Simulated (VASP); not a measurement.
# C (C2/m) in VASP: notebook

C is run at these levels: r2SCAN, r2SCAN-based global hybrid with 10 % exact exchange, r2SCAN-based global hybrid with 15 % exact exchange; tasks: single point.

All numbers are computed with VASP 6.6.1; they aren't measurements. Logs are shortened: lines on timing, memory, paths and dates and some standing lists are left out, and cuts for length are marked.

## 1. The cell of the first run

Symmetry: C2/m, No. 12, monoclinic system. The conventional cell has a = 4.255 Å, b = 2.457 Å, c = 3.765 Å, α = 90.00°, β = 111.49°, γ = 90.00°. Within 1.9 Å of C (site symmetry m) lie 3 C at 1.42 Å.

## 2. Single point, r2SCAN

Input file POSCAR:

```
C
1.0
    2.1273203072     -1.2282824400      0.0000000000
    2.1273203072      1.2282824400      0.0000000000
   -1.3790696309      0.0000000000      3.5028300786
C
2
Direct
    0.1666444700      0.1666444700      0.9999069600
    0.8333555300      0.8333555300      0.0000930400
```

Input file INCAR.step1:

```
SYSTEM = C
PREC = Accurate ; ENCUT = 520
ISMEAR = -1 ; SIGMA = 0.05
LREAL = .FALSE. ; LASPH = .TRUE.
NELM = 80 ; NBANDS = 11
GGA = PE ; ALGO = Normal
EDIFF = 1E-4 ; LWAVE = .TRUE.
LCHARG = .FALSE.
```

Input file INCAR.step2:

```
SYSTEM = C
PREC = Accurate ; ENCUT = 520
EDIFF = 1E-7 ; ISMEAR = -1
SIGMA = 0.05 ; LREAL = .FALSE.
LASPH = .TRUE. ; NELM = 80
ALGO = Normal ; ISIF = 2
LWAVE = .FALSE. ; LCHARG = .TRUE.
METAGGA = R2SCAN ; LMIXTAU = .TRUE.
LELF = .TRUE. ; LVHAR = .TRUE.
NBANDS = 11 ; ISTART = 1
```

Input file KPOINTS:

```
regular mesh
0
G
  7 7 4
  0 0 0
```

Potentials or basis: VASP PAW PBE potentials, release 64 (C).

Launch:

```console
cat potpaw_PBE.64/C/POTCAR > POTCAR
cp INCAR.step1 INCAR
mpirun -np 1 vasp_std > vasp.out
cp INCAR.step2 INCAR
mpirun -np 1 vasp_std > vasp.out
```

OUTCAR:

```text
SYSTEM = C
   PREC = Accurate
   ENCUT = 520
   EDIFF = 1E-7
   ISMEAR = -1
   LREAL = .FALSE.
   LASPH = .TRUE.
   NELM = 80
   ISIF = 2
   METAGGA = R2SCAN
   ISTART = 1

 ion  position               nearest neighbor table
   1  0.167  0.167  1.000-   2 1.42   2 1.42   2 1.42
   2  0.833  0.833  0.000-   1 1.42   1 1.42   1 1.42

  LATTYP: Found a base centered monoclinic cell.
 ALAT       =     4.2546406144
 B/A-ratio  =     0.5773848141
 C/A-ratio  =     0.8848045598
 COS(beta)  =    -0.3663329314

  Lattice vectors:

 A1 = (   2.1273203072,  -1.2282824400,   0.0000000000)
 A2 = (   2.1273203072,   1.2282824400,   0.0000000000)
 A3 = (  -1.3790696309,   0.0000000000,   3.5028300786)

Analysis of symmetry for initial positions (statically):
=====================================================================
 Subroutine PRICEL returns:
 Original cell was already a primitive cell.

 Routine SETGRP: Setting up the symmetry group for a
 base centered monoclinic supercell.

 Subroutine GETGRP returns: Found  4 space group operations
 (whereof  4 operations were pure point group operations)
 out of a pool of  4 trial point group operations.

The static configuration has the point symmetry C_2h.

Analysis of symmetry for dynamics (positions and initial velocities):
=====================================================================
 Subroutine PRICEL returns:
 Original cell was already a primitive cell.

 Routine SETGRP: Setting up the symmetry group for a
 base centered monoclinic supercell.

 Subroutine GETGRP returns: Found  4 space group operations
 (whereof  4 operations were pure point group operations)
 out of a pool of  4 trial point group operations.

The dynamic configuration has the point symmetry C_2h.

 Subroutine INISYM returns: Found  4 space group operations
 (whereof  4 operations are pure point group operations),
 and found     1 'primitive' translations

----------------------------------------------------------------------------------------

                                     Primitive cell

  volume of cell :      18.3054

  direct lattice vectors                    reciprocal lattice vectors
     2.127320307 -1.228282440  0.000000000     0.235037478 -0.407072497  0.092534619
     2.127320307  1.228282440  0.000000000     0.235037478  0.407072497  0.092534619
    -1.379069631  0.000000000  3.502830079     0.000000000  0.000000000  0.285483446

  length of vectors
     2.456454649  2.456454649  3.764525416     0.479075453  0.479075453  0.285483446

  position of ions in fractional coordinates (direct lattice)
     0.166644470  0.166644470  0.999906960
     0.833355530  0.833355530  0.000093040

  ion indices of the primitive-cell ions
   primitive index   ion index
                 1           1
                 2           2

----------------------------------------------------------------------------------------

 KPOINTS: regular mesh

Automatic generation of k-mesh.
 Grid dimensions read from file:
 generate k-points for:    7    7    4

 Generating k-lattice:

  Cartesian coordinates                     Fractional coordinates (reciprocal lattice)
     0.033576783 -0.058153214  0.013219231     0.142857143 -0.000000000  0.000000000
     0.033576783  0.058153214  0.013219231    -0.000000000  0.142857143  0.000000000
     0.000000000  0.000000000  0.071370861     0.000000000  0.000000000  0.250000000

  Length of vectors
     0.068439350  0.068439350  0.071370861

  Shift w.r.t. Gamma in fractional coordinates (k-lattice)
     0.000000000  0.000000000  0.000000000

 Subroutine IBZKPT returns following result:
 ===========================================

 Found     60 irreducible k-points:

 Following reciprocal coordinates:
            Coordinates               Weight
  0.000000  0.000000  0.000000      1.000000
  0.142857 -0.000000 -0.000000      4.000000
  0.285714 -0.000000  0.000000      4.000000
  0.428571 -0.000000 -0.000000      4.000000
  0.142857  0.142857 -0.000000      2.000000
  0.285714  0.142857 -0.000000      4.000000
[... 16 lines left out ...]
 -0.142857  0.000000  0.250000      4.000000
  0.142857  0.142857  0.250000      2.000000
 [... further k-points ...]
   k-points           NKPTS =     60   k-points in BZ     NKDIM =     60   number of bands    NBANDS=     11
   number of dos      NEDOS =    301   number of ions     NIONS =      2
   total plane-waves  NPLWV =   9072
   dimension x,y,z NGX =    18 NGY =   18 NGZ =   28
   dimension x,y,z NGXF=    36 NGYF=   36 NGZF=   56
   ions per type =               2
   NGX,Y,Z   is equivalent  to a cutoff of  12.18, 12.18, 12.37 a.u.
   NGXF,Y,Z  is equivalent  to a cutoff of  24.36, 24.36, 24.73 a.u.
 SYSTEM =  C
   PREC   = accura    normal or accurate (medium, high low for compatibility)
   ISTART =      1    job   : 0-new  1-cont  2-samecut
   ICHARG =      0    charge: 1-file 2-atom 10-const
   ISPIN  =      1    spin polarized calculation?
   LNONCOLLINEAR =      F non collinear calculations
   LSORBIT =      F    spin-orbit coupling
   LASPH  =      T    aspherical Exc in radial PAW
   ENCUT  =  520.0 eV  38.22 Ry    6.18 a.u.   4.57  4.57  7.00*2*pi/ulx,y,z
   NELM   =     80;   NELMIN=  2; NELMDL=  0     # of ELM steps
   EDIFF  = 0.1E-06   stopping-criterion for ELM
   LREAL  =      F    real-space projection
   EDIFFG = 0.1E-05   stopping-criterion for IOM
   NSW    =      0    number of steps for IOM
   IBRION =     -1    ionic relax: 0-MD 1-quasi-New 2-CG
   NFREE  =      0    steps in history (QN), initial steepest desc. (CG)
   ISIF   =      2    stress and relaxation
   ISYM   =      2    0-nonsym 1-usesym 2-fastsym
   POTIM  = 0.5000    time-step for ionic-motion
   TEBEG  =    0.0;   TEEND  =   0.0 temperature during run
   PSTRESS=    0.0 pullay stress
   NELECT =       8.0000    total number of electrons
   NUPDOWN=      -1.0000    fix difference up-down
   EMIN   =  10.00;   EMAX   =-10.00  energy-range for DOS
   EFERMI =   0.00;   METHOD = LEGACY
   ISMEAR =    -1;   SIGMA  =   0.05  broadening in eV -4-tet -1-fermi 0-gaus
   EFERMI_NEDOS =   21; number of points for ismear=-14 and -15
   IALGO  =     38    algorithm
   IMIX   =      4    mixing-type and parameters
     AMIX     =   0.40;   BMIX     =  1.00
     AMIX_MAG =   1.60;   BMIX_MAG =  1.00
  volume/ion in A,a.u.               =       9.15        61.77
  Fermi-wavevector in a.u.,A,eV,Ry     =   1.242352  2.347705 20.999765  1.543439
  Thomas-Fermi vector in A             =   2.376710
   LORBIT       =      0    0 simple, 1 ext, 2 COOP (PROOUT), +10 PAW based schemes
   METAGGA = R2SCAN    functional components
   LHFCALC =     F    Hartree Fock is set to
   AEXX    =    0.0000 exact exchange contribution
   IVDW    =     0    specifies the selected vdW correction
   LEPSILON=     F    determine dielectric tensor
   LRPA    =     F    only Hartree local field effects (RPA)
 non-spin polarized calculation
  energy-cutoff  :      520.00
  volume of cell :       18.31
 maximum number of plane-waves:       504
 NGX is ok and might be reduce to    18
   NGX =  9   NGY =  9   NGZ = 13

 number of electron       8.0000000 magnetization

 Free energy of the ion-electron system (eV)
  ---------------------------------------------------
  ext. energy  EPLUGINS =         0.00000000
  ---------------------------------------------------
  free energy    TOTEN  =       -19.88845683 eV

  energy without entropy =      -19.88845683  energy(sigma->0) =      -19.88845683

 E-fermi :   4.2241     XC(G=0): -10.8334

 val. band max:        3.2129145279   @ k =  -0.2857   0.2857   0.0000
 cond. band min:       5.6676017887   @ k =  -0.2857   0.4286   0.2500
 fundamental gap:      2.4546872608
 Fermi energy:         4.2240574636

 k-point     1 :       0.0000    0.0000    0.0000
  band No.  band energies     occupation
      1     -16.6232      2.00000
      2      -2.9465      2.00000
      3       1.1120      2.00000
      4       1.1156      2.00000
      5       8.3809      0.00000
      6      13.0634      0.00000
      7      13.0658      0.00000
      8      16.7487      0.00000
      9      17.6403      0.00000
     10      28.3828      0.00000
     11      29.7473      0.00000

 k-point     2 :       0.1429   -0.0000   -0.0000
  band No.  band energies     occupation
      1     -16.1043      2.00000
      2      -2.3954      2.00000
      3      -0.7810      2.00000
      4       0.1723      2.00000
      5       9.0968      0.00000
      6      13.1888      0.00000
      7      14.9762      0.00000
      8      15.1220      0.00000
      9      18.6525      0.00000
     10      27.3829      0.00000
     11      29.8242      0.00000

 k-point     3 :       0.2857   -0.0000    0.0000
  band No.  band energies     occupation
      1     -14.5679      2.00000
      2      -4.6280      2.00000
      3      -1.3937      2.00000
      4      -0.7906      2.00000
      5      10.9578      0.00000
      6      11.3326      0.00000
      7      12.7983      0.00000
      8      19.8121      0.00000
      9      20.7984      0.00000
     10      23.9617      0.00000
     11      27.1019      0.00000

 k-point     4 :       0.4286   -0.0000   -0.0000
  band No.  band energies     occupation
      1     -12.1171      2.00000
      2      -8.5198      2.00000
      3      -2.3585      2.00000
      4       1.4856      2.00000
      5       7.2547      0.00000
      6      12.2930      0.00000
      7      14.6562      0.00000
      8      18.6877      0.00000
      9      23.5012      0.00000
     10      24.6287      0.00000
     11      25.6400      0.00000
[... 239 lines left out ...]
 k-point    22 :      -0.2857    0.0000    0.2500
  band No.  band energies     occupation
      1     -14.5418      2.00000
      2      -4.5852      2.00000
      3      -1.4158      2.00000
      4      -1.0327      2.00000
      5      10.7068      0.00000
      6      11.8263      0.00000
      7      12.7201      0.00000
      8      19.8071      0.00000
      9      21.5884      0.00000
     10      23.2563      0.00000
     11      28.8747      0.00000

 k-point    23 :      -0.1429    0.0000    0.2500
  band No.  band energies     occupation
      1     -16.0376      2.00000
      2      -2.9860      2.00000
      3      -0.7688      2.00000
      4       0.1547      2.00000
      5      10.6556      0.00000
      6      13.1349      0.00000
      7      14.9728      0.00000
      8      15.1151      0.00000
      9      18.6635      0.00000
     10      26.3364      0.00000
     11      29.7647      0.00000

 k-point    24 :       0.1429    0.1429    0.2500
  band No.  band energies     occupation
      1     -15.9518      2.00000
      2      -3.6248      2.00000
      3      -0.7809      2.00000
      4       0.1480      2.00000
      5      12.8544      0.00000
      6      13.2489      0.00000
      7      15.1020      0.00000
      8      15.1115      0.00000
      9      18.5687      0.00000
     10      23.9720      0.00000
     11      29.0547      0.00000

 [... further k-points ...]
[... 5 lines left out ...]
  --------------------------------------------------------------------------------------
  -------------------------------------------------------------------------------------
  Total        0.0597346      0.0505911      0.0295849      0.0000000      0.0000000     -0.0037854
  in kB        5.2282509      4.4279661      2.5894071      0.0000000      0.0000000     -0.3313114
  external PRESSURE =       4.0818747 kB  Pullay stress =       0.0000000 kB

 VOLUME and BASIS-vectors are now :
 -----------------------------------------------------------------------------
  energy-cutoff  :      520.00
  volume of cell :       18.31
      direct lattice vectors                 reciprocal lattice vectors
     2.127320307 -1.228282440  0.000000000     0.235037478 -0.407072497  0.092534619
     2.127320307  1.228282440  0.000000000     0.235037478  0.407072497  0.092534619
    -1.379069631  0.000000000  3.502830079     0.000000000  0.000000000  0.285483446

 POSITION                                       TOTAL-FORCE (eV/Angst)
 -----------------------------------------------------------------------------------
     -0.66993      0.00000      3.50250        -0.001994      0.000000      0.013350
      3.54550      0.00000      0.00033         0.001994      0.000000     -0.013350
 -----------------------------------------------------------------------------------
    total drift:                               -0.000000     -0.000000      0.000000

  FREE ENERGIE OF THE ION-ELECTRON SYSTEM (eV)
  ---------------------------------------------------
  free  energy   TOTEN  =       -19.8884568251 eV

  energy  without entropy=      -19.8884568250  energy(sigma->0) =      -19.88845683
```

Wall time 29 s (1 thread of Intel Xeon Platinum 8488C (Sapphire Rapids), shared host); peak memory 0.13 GiB.

What came out:

```yaml
Free_energy: -19.8885 eV
Pressure: 0.4 GPa
Largest_force: 0.013 eV/Å
```

Forces in eV/Å, atoms in the order of the input:
```
C   -0.002  0.000  0.013
C    0.002  0.000 -0.013
```

Caveat: the k points lie up to 0.45 Å⁻¹ apart; the PAW data sets were made with another functional, which shifts forces and pressure a little.

## 3. Single point, r2SCAN-based global hybrid with 10 % exact exchange

POSCAR is that of step 2.

Input file INCAR.step1:

```
PREC = Accurate
ENCUT = 520
EDIFF = 1E-5
ISMEAR = -1
SIGMA = 0.05
LREAL = F
LASPH = T
NELM = 100
ALGO = Normal
ISIF = 2
LWAVE = T
LCHARG = F
GGA = PE
NBANDS = 11
```

Input file INCAR.step2:

```
PREC = Accurate
ENCUT = 520
EDIFF = 1E-7
ISMEAR = -1
SIGMA = 0.05
LREAL = F
LASPH = T
NELM = 100
ALGO = Normal
ISIF = 2
LWAVE = F
LCHARG = F
METAGGA = R2SCAN
LHFCALC = T
AEXX = 0.1
LMIXTAU = T
PRECFOCK = Normal
ISTART = 1
NBANDS = 11
```

Input file KPOINTS:

```
regular mesh
0
Gamma
  7 7 4
```

Potentials or basis: VASP PAW PBE potentials, release 64 (C).

Launch:

```console
cat potpaw_PBE.64/C/POTCAR > POTCAR
cp INCAR.step1 INCAR
mpirun -np 1 vasp_std > vasp.out
cp INCAR.step2 INCAR
mpirun -np 1 vasp_std > vasp.out
```

Run time: 8.4 min. Hardware: 1 thread of Intel Xeon Platinum 8488C (Sapphire Rapids), shared host; peak memory 0.14 GiB.

The run converged. Its results:

| Property | Result |
| --- | --- |
| Free energy | -21.2522 eV |
| Pressure | -1.3 GPa |
| Largest force | 0.014 eV/Å |

Forces in eV/Å, atoms in the order of the input:
```
C   -0.002  0.000  0.014
C    0.002  0.000 -0.014
```

Stress tensor (GPa, compression positive):
```
-2.09  0.00 -0.04
 0.00 -2.18  0.00
-0.04  0.00  0.28
```

Caveat: the k points lie up to 0.45 Å⁻¹ apart; the PAW data sets were made with another functional, which shifts forces and pressure a little.

## 4. Single point, r2SCAN-based global hybrid with 15 % exact exchange

POSCAR is that of step 3.

Input file INCAR.step1:

```
SYSTEM = C
PREC     = Accurate       ! precision mode
ENCUT    = 520            ! plane-wave cutoff, eV
EDIFF    = 1E-5           ! SCF threshold, eV
ISMEAR   = -1             ! smearing method
SIGMA    = 0.05           ! smearing width, eV
LREAL    = .False.        ! projectors in reciprocal space
LASPH    = .True.         ! aspherical terms in the spheres
NELM     = 80             ! most SCF steps
ALGO     = Normal         ! electronic algorithm
ISIF     = 2              ! what is computed and relaxed
LWAVE    = .True.         ! write WAVECAR
LCHARG   = .False.        ! write CHGCAR
NBANDS   = 11             ! bands
GGA      = PE             ! functional
```

Input file INCAR.step2:

```
SYSTEM = C
PREC     = Accurate       ! precision mode
ENCUT    = 520            ! plane-wave cutoff, eV
EDIFF    = 1E-7           ! SCF threshold, eV
ISMEAR   = -1             ! smearing method
SIGMA    = 0.05           ! smearing width, eV
LREAL    = .False.        ! projectors in reciprocal space
LASPH    = .True.         ! aspherical terms in the spheres
NELM     = 80             ! most SCF steps
ALGO     = Normal         ! electronic algorithm
ISIF     = 2              ! what is computed and relaxed
LWAVE    = .False.        ! write WAVECAR
LCHARG   = .False.        ! write CHGCAR
METAGGA  = R2SCAN         ! meta-GGA
LHFCALC  = .True.         ! exact exchange
AEXX     = 0.15           ! exact-exchange fraction
LMIXTAU  = .True.       
PRECFOCK = Normal       
NBANDS   = 11             ! bands
ISTART   = 1
```

Input file KPOINTS:

```
regular mesh
0
Gamma
  7 7 4
  0 0 0
```

Launch:

```console
cat potpaw_PBE.64/C/POTCAR > POTCAR
cp INCAR.step1 INCAR
mpirun -np 1 vasp_std > vasp.out
cp INCAR.step2 INCAR
mpirun -np 1 vasp_std > vasp.out
```

It took 7.4 min on 1 thread of Intel Xeon Platinum 8488C (Sapphire Rapids), shared host; peak memory 0.14 GiB.

It converged, with:

| Property | Result |
| --- | --- |
| Free energy | -21.9355 eV |
| Pressure | -2.2 GPa |
| Largest force | 0.015 eV/Å |

Forces in eV/Å, atoms in the order of the input:
```
C   -0.002  0.000  0.014
C    0.002  0.000 -0.014
```

Stress tensor (GPa, compression positive):
```
-3.38  0.00 -0.04
 0.00 -3.47  0.00
-0.04  0.00  0.21
```

Caveat: the k points lie up to 0.45 Å⁻¹ apart; the PAW data sets were made with another functional, which shifts forces and pressure a little.

## 5. Overview

| level | grid for exact exchange (PRECFOCK) | share of exact exchange | pressure (GPa) | largest force (eV/Å) |
| --- | --- | --- | --- | --- |
| r2SCAN | - | - | 0.4 | 0.01 |
| r2SCAN-based global hybrid with 10 % exact exchange | Normal | 0.1 | -1.3 | 0.01 |
| r2SCAN-based global hybrid with 15 % exact exchange | Normal | 0.15 | -2.2 | 0.01 |

Alike in all rows: task single point; potentials or basis VASP PAW PBE potentials, release 64 (C); no spin polarisation; cell as given; k mesh 7 × 7 × 4; cutoff (eV) 520; smearing fermi-dirac 0.05 eV.

Caveats: all runs use coarse meshes; the PAW data sets were made with another functional, which shifts forces and pressure a little.

Absolute energies hang on the potentials; compare differences alone.
